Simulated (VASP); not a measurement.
Here is a VASP 6.6.1 calculation.

INCAR

```
  PREC = Accurate
  ENCUT = 520
  EDIFF = 1E-8
  ISMEAR = -1
  SIGMA = 0.05
  LREAL = F
  LASPH = T
  NELM = 150
  ALGO = Normal
  ISIF = 2
  LWAVE = F
  LCHARG = F
  ISPIN = 2
  MAGMOM = 1.5
  LORBIT = 11
  LMAXMIX = 4
  GGA = CA
  LEFG = T
  NBANDS = 15
```

File KPOINTS:

```
regular mesh
0
Gamma
  20 20 20
```

The input POSCAR:

```
Ni
1.0
    0.0000000000      1.7379789558      1.7379789558
    1.7379789558      0.0000000000      1.7379789558
    1.7379789558      1.7379789558      0.0000000000
Ni
1
Direct
    0.0000000000      0.0000000000      0.0000000000
```

Potentials or basis: VASP PAW LDA potentials, release 64 (Ni).

Run with:

```sh
$ cat potpaw_LDA.64/Ni/POTCAR > POTCAR
$ mpirun -np 1 vasp_std > vasp.out
```

Problem. Estimate the net moment.

Solution. 0.60 μB per cell.

Problem. Predict the pressure.

Solution. -10.3 GPa.

Problem. Estimate the site moments.

Solution. Ni +0.61 μB.

Caveat: the cell stands under tension.
